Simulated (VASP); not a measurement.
Input of a VASP 6.6.1 run:

File INCAR:

```
SYSTEM = ScAl2
  PREC = Accurate
  ENCUT = 520
  EDIFF = 1E-6
  ISMEAR = 0
  SIGMA = 0.1
  LREAL = .False.
  LASPH = .True.
  NELM = 100
  ALGO = Fast
  ISIF = 2
  LWAVE = .False.
  LCHARG = .False.
  GGA = PS
  NBANDS = 26
```

The input KPOINTS:

```
regular mesh
0
Gamma
  8 8 8
  0 0 0
```

The input POSCAR:

```
ScAl2
1.0
    0.0000000000      3.7634024204      3.7634024204
    3.7634024204      0.0000000000      3.7634024204
    3.7634024204      3.7634024204      0.0000000000
Sc Al
2 4
Direct
    0.5000000000      0.5000000000      0.5000000000
    0.7500000000      0.7500000000      0.7500000000
    0.1250000000      0.1250000000      0.1250000000
    0.6250000000      0.1250000000      0.1250000000
    0.1250000000      0.6250000000      0.1250000000
    0.1250000000      0.1250000000      0.6250000000
```

Potentials or basis: VASP PAW PBE potentials, release 64 (Sc_sv, Al).

Command:

```sh
$ cat potpaw_PBE.64/Sc_sv/POTCAR potpaw_PBE.64/Al/POTCAR > POTCAR
$ mpirun -np 1 vasp_std > vasp.out
```

Estimate the band gap on the k mesh.

zero (band 17 reaches 7.21 eV, above the bottom of band 18 at 4.82 eV).

Predict the pressure.

-0.1 GPa.

Caveat: the PAW data sets were made with another functional, which shifts forces and pressure a little.
